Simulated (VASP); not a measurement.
Wanted: the native input for a VASP 6.6.1 run.

* Task: single point
* Functional: BLYP
* Potentials or basis: VASP PAW PBE potentials, release 64 (Bi_d)
* Cutoff: 500 eV
* k mesh: 10 × 10 × 3
* Occupations: fermi-dirac, width 0.1 eV
* Spin: no spin polarisation
* Dipole correction: no
* Further INCAR settings: ALGO = Normal; EDIFF = 1e-06; NBANDS = 38

The structure of Bi lies in POSCAR:

```
Bi
1.0
    3.6081392628      0.0000000000      0.0000000000
   -1.8040696314      3.1247402620      0.0000000000
    0.0000000000      0.0000000000     12.2056790263
Bi
4
Direct
    1.0000000000      0.0000000000      1.0000000000
    1.0000000000      0.0000000000      0.5000000000
    0.3333333333      0.6666666667      0.2500000000
    0.6666666667      0.3333333333      0.7500000000
```

This isn't the form of Bi at room conditions, which is rhombohedral.

One way to write it, as run:

INCAR

```
PREC = Accurate
ENCUT = 500
EDIFF = 1E-6
ISMEAR = -1
SIGMA = 0.1
LREAL = F
LASPH = T
NELM = 120
ALGO = Normal
ISIF = 2
LWAVE = F
LCHARG = F
GGA = B5
ALDAX = 1.0
AGGAX = 1.0
AGGAC = 1.0
ALDAC = 0.0
NBANDS = 38
GGA_COMPAT = F
```

KPOINTS

```
Automatic mesh
0
Gamma
  10 10 3
```

Potentials or basis: VASP PAW PBE potentials, release 64 (Bi_d).

The run is started by

```sh
$ cat potpaw_PBE.64/Bi_d/POTCAR > POTCAR
$ mpirun -np 1 vasp_std > vasp.out
```

It gave:

- Pressure: 0.1 GPa
- Band gap on the k mesh: zero (bands 30 and 31 overlap by 5.24 eV)

Caveat: the PAW data sets were made with another functional, which shifts forces and pressure a little; spin-orbit coupling is left out, which moves the levels of the heavy elements.

It took 3.6 min on 1 thread of Intel Xeon 8259CL (shared host), peak memory 0.26 GiB.
